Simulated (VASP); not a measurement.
HfRh3, 4 atoms in the cell. It takes space group Pm-3m (No. 221, cubic). The conventional cell has a = 3.776 Å, b = 3.776 Å, c = 3.776 Å, α = 90.00°, β = 90.00°, γ = 90.00°. Within 3.5 Å of Hf (site symmetry m-3m) lie 12 Rh at 2.67 Å. Within 3.5 Å of Rh (site symmetry 4/mmm) lie 4 Hf at 2.67 Å and 8 Rh at 2.67 Å. 

* Program: VASP 6.6.1
* Task: single point
* Functional: r2SCAN
* Potentials or basis: VASP PAW PBE potentials, release 64 (Hf_pv, Rh_pv)
* Cutoff: 520 eV
* k mesh: 6 × 6 × 6
* Occupations: fermi-dirac, width 0.05 eV
* Spin: no spin polarisation
* Dipole correction: no
* Further INCAR settings: ALGO = Normal; EDIFF = 1e-06; NBANDS = 36

Potentials or basis: VASP PAW PBE potentials, release 64 (Hf_pv, Rh_pv).

The run is started by

```console
$ cat potpaw_PBE.64/Hf_pv/POTCAR potpaw_PBE.64/Rh_pv/POTCAR > POTCAR
$ cp INCAR.step1 INCAR
$ mpirun -np 1 vasp_std > vasp.out
$ cp INCAR.step2 INCAR
$ mpirun -np 1 vasp_std > vasp.out
```

Hardware: 1 thread of Intel(R) Xeon(R) 6975P-C (Granite Rapids) (shared host).

How long does it take, and how much memory?

Wall time 58 s on 1 thread of Intel(R) Xeon(R) 6975P-C (Granite Rapids), on a shared host, peak memory 0.18 GiB. Counts: k points 20.
